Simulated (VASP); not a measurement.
# SrO (I4/mmm) in VASP: settings compared, part 2 of 2

VASP 6.6.1. Earlier steps stand in the parts before.

## (3) Single point, r2SCAN (biaxial xy strain +5.3%)

POSCAR

```
SrO
1.0
    0.0000000000      2.7176585768      2.5798923266
    2.7176585768      0.0000000000      2.5798923266
    2.7176585768      2.7176585768      0.0000000000
Sr O
1 1
Direct
    0.0000000000      0.0000000000      0.0000000000
    0.5000000000      0.5000000000      0.5000000000
```

INCAR.step1

```
SYSTEM = SrO
PREC = Accurate ; ENCUT = 520
ISMEAR = 0 ; SIGMA = 0.01
LREAL = .FALSE. ; LASPH = .TRUE.
NELM = 60 ; NBANDS = 15
GGA = PE ; ALGO = Normal
EDIFF = 1E-4 ; LWAVE = .TRUE.
LCHARG = .FALSE.
```

INCAR.step2

```
SYSTEM = SrO
PREC = Accurate ; ENCUT = 520
EDIFF = 1E-6 ; ISMEAR = 0
SIGMA = 0.01 ; LREAL = .FALSE.
LASPH = .TRUE. ; NELM = 60
ALGO = Normal ; ISIF = 2
LWAVE = .FALSE. ; LCHARG = .FALSE.
METAGGA = R2SCAN ; LMIXTAU = .TRUE.
NBANDS = 15 ; ISTART = 1
```

KPOINTS

```
regular mesh
0
G
  8 8 8
  0 0 0
```

Potentials or basis: VASP PAW PBE potentials, release 64 (Sr_sv, O).

Started as:

```bash
> cat potpaw_PBE.64/Sr_sv/POTCAR potpaw_PBE.64/O/POTCAR > POTCAR
> cp INCAR.step1 INCAR
> mpirun -np 1 vasp_std > vasp.out
> cp INCAR.step2 INCAR
> mpirun -np 1 vasp_std > vasp.out
```

OUTCAR:

```text
SYSTEM = SrO
   PREC = Accurate
   ENCUT = 520
   EDIFF = 1E-6
   ISMEAR = 0
   LREAL = .FALSE.
   LASPH = .TRUE.
   NELM = 60
   ISIF = 2
   METAGGA = R2SCAN
   ISTART = 1

 ion  position               nearest neighbor table
   1  0.000  0.000  0.000-   2 2.58   2 2.58   2 2.72   2 2.72   2 2.72   2 2.72
   2  0.500  0.500  0.500-   1 2.58   1 2.58   1 2.72   1 2.72   1 2.72   1 2.72

  LATTYP: Found a body centered tetragonal cell.
 ALAT       =     3.8433496172
 C/A-ratio  =     1.3425228426

  Lattice vectors:

 A1 = (   0.0000000000,  -2.7176585768,  -2.5798923266)
 A2 = (   0.0000000000,   2.7176585768,  -2.5798923266)
 A3 = (   2.7176585768,   0.0000000000,   2.5798923266)

Analysis of symmetry for initial positions (statically):
=====================================================================
 Subroutine PRICEL returns:
 Original cell was already a primitive cell.

 Routine SETGRP: Setting up the symmetry group for a
 body centered tetragonal supercell.

 Subroutine GETGRP returns: Found 16 space group operations
 (whereof 16 operations were pure point group operations)
 out of a pool of 16 trial point group operations.

The static configuration has the point symmetry D_4h.

Analysis of symmetry for dynamics (positions and initial velocities):
=====================================================================
 Subroutine PRICEL returns:
 Original cell was already a primitive cell.

 Routine SETGRP: Setting up the symmetry group for a
 body centered tetragonal supercell.

 Subroutine GETGRP returns: Found 16 space group operations
 (whereof 16 operations were pure point group operations)
 out of a pool of 16 trial point group operations.

The dynamic configuration has the point symmetry D_4h.

 Subroutine INISYM returns: Found 16 space group operations
 (whereof 16 operations are pure point group operations),
 and found     1 'primitive' translations

----------------------------------------------------------------------------------------

                                     Primitive cell

[... 120 lines left out ...]
   LRPA    =     F    only Hartree local field effects (RPA)
 non-spin polarized calculation
 Gauss-broadening in eV      SIGMA  =   0.01
  energy-cutoff  :      520.00
  volume of cell :       38.11
 maximum number of plane-waves:      1042
   NGX = 13   NGY = 13   NGZ = 15

 number of electron      16.0000003 magnetization

 Free energy of the ion-electron system (eV)
  ---------------------------------------------------
  ext. energy  EPLUGINS =         0.00000000
  ---------------------------------------------------
  free energy    TOTEN  =       -26.95174690 eV

  energy without entropy =      -26.95174690  energy(sigma->0) =      -26.95174690

 E-fermi :   1.0548     XC(G=0): -10.0060

 val. band max:        0.9401605748   @ k =   0.0000   0.0000   0.0000
 cond. band min:       4.4956438583   @ k =   0.5000   0.5000   0.0000
 fundamental gap:      3.5554832835
 Fermi energy:         1.0548487407

 k-point     1 :       0.0000    0.0000    0.0000
  band No.  band energies     occupation
      1     -33.0555      2.00000
      2     -15.0468      2.00000
      3     -14.1954      2.00000
      4     -14.1954      2.00000
      5     -14.1410      2.00000
      6       0.8066      2.00000
      7       0.8066      2.00000
      8       0.9402      2.00000
      9       4.6591      0.00000
     10       7.2539      0.00000
     11       7.2539      0.00000
     12       7.5873      0.00000
     13       9.1010      0.00000
     14       9.8265      0.00000
[... 401 lines left out ...]
      2     -15.9554      2.00000
      3     -14.2964      2.00000
      4     -14.2415      2.00000
      5     -13.4486      2.00000
      6      -0.5951      2.00000
      7       0.1409      2.00000
      8       0.3023      2.00000
      9       6.7667      0.00000
     10       7.6879      0.00000
     11       9.2320      0.00000
     12       9.5183      0.00000
     13      11.2005      0.00000
     14      11.5620      0.00000
     15      15.8677      0.00000

 [... further k-points ...]

------------------------ aborting loop because EDIFF is reached ----------------------------------------

  FORCE on cell =-STRESS in cart. coord.  units (eV):
  Direction    XX          YY          ZZ          XY          YZ          ZX
  --------------------------------------------------------------------------------------
  -------------------------------------------------------------------------------------
  Total       -1.9943043     -1.9943043     -0.9727606      0.0000000      0.0000000      0.0000000
  in kB      -83.8456687    -83.8456687    -40.8973524      0.0000000      0.0000000      0.0000000
  external PRESSURE =     -69.5295633 kB  Pullay stress =       0.0000000 kB

 VOLUME and BASIS-vectors are now :
 -----------------------------------------------------------------------------
  energy-cutoff  :      520.00
  volume of cell :       38.11
      direct lattice vectors                 reciprocal lattice vectors
     0.000000000  2.717658577  2.579892327    -0.183981904  0.183981904  0.193806538
     2.717658577  0.000000000  2.579892327     0.183981904 -0.183981904  0.193806538
     2.717658577  2.717658577  0.000000000     0.183981904  0.183981904 -0.193806538

 POSITION                                       TOTAL-FORCE (eV/Angst)
 -----------------------------------------------------------------------------------
      0.00000      0.00000      0.00000         0.000000      0.000000      0.000000
      2.71766      2.71766      2.57989        -0.000000     -0.000000      0.000000
 -----------------------------------------------------------------------------------
    total drift:                                0.000000      0.000000      0.000000

  FREE ENERGIE OF THE ION-ELECTRON SYSTEM (eV)
  ---------------------------------------------------
  free  energy   TOTEN  =       -26.9517469030 eV

  energy  without entropy=      -26.9517469030  energy(sigma->0) =      -26.95174690
```

OUTCAR.step1:

```text
SYSTEM = SrO
   PREC = Accurate
   ENCUT = 520
   ISMEAR = 0
   LREAL = .FALSE.
   LASPH = .TRUE.
[... 654 lines left out ...]
      0.00000      0.00000      0.00000        -0.000000     -0.000000      0.000000
      2.71766      2.71766      2.57989         0.000000      0.000000      0.000000
 -----------------------------------------------------------------------------------
    total drift:                                0.000000      0.000000      0.000000

  FREE ENERGIE OF THE ION-ELECTRON SYSTEM (eV)
  ---------------------------------------------------
  free  energy   TOTEN  =       -11.9881064202 eV

  energy  without entropy=      -11.9881064202  energy(sigma->0) =      -11.98810642
```

Wall time 90 s (1 thread of AMD EPYC 9R45 (Zen 5), shared host); peak memory 0.16 GiB.

Results:

| Quantity | Value |
| --- | --- |
| Free energy | -26.9517 eV |
| Pressure | -7.0 GPa |
| Band gap on the k mesh | 3.56 eV, indirect (least direct gap 3.72 eV) |

Stress tensor (GPa, compression positive):
```
-8.38  0.00  0.00
 0.00 -8.38  0.00
 0.00  0.00 -4.09
```

Levels at points of the mesh, in eV from the valence-band top:
| k point | band 4 | band 5 | band 6 | band 7 | band 8 | band 9 | band 10 | band 11 | band 12 | band 13 |
| --- | --- | --- | --- | --- | --- | --- | --- | --- | --- | --- |
| (0.00, 0.00, 0.00) | -15.14 | -15.08 | -0.13 | -0.13 | 0.00 | 3.72 | 6.31 | 6.31 | 6.65 | 8.16 |
| (0.50, 0.00, 0.00) | -15.15 | -14.08 | -2.00 | -1.04 | -1.02 | 6.51 | 8.05 | 8.70 | 8.79 | 11.29 |
| (0.50, 0.50, 0.00) | -15.42 | -15.42 | -0.50 | -0.30 | -0.30 | 3.56 | 7.62 | 10.05 | 10.14 | 10.71 |
| (0.50, 0.00, 0.50) | -15.34 | -15.33 | -0.76 | -0.28 | -0.13 | 3.76 | 7.54 | 9.89 | 10.13 | 10.43 |

Caveat: the cell differs from its parent crystal (biaxial xy strain +5.3%); the PAW data sets were made with another functional, which shifts forces and pressure a little. A k mesh can miss the band edges.
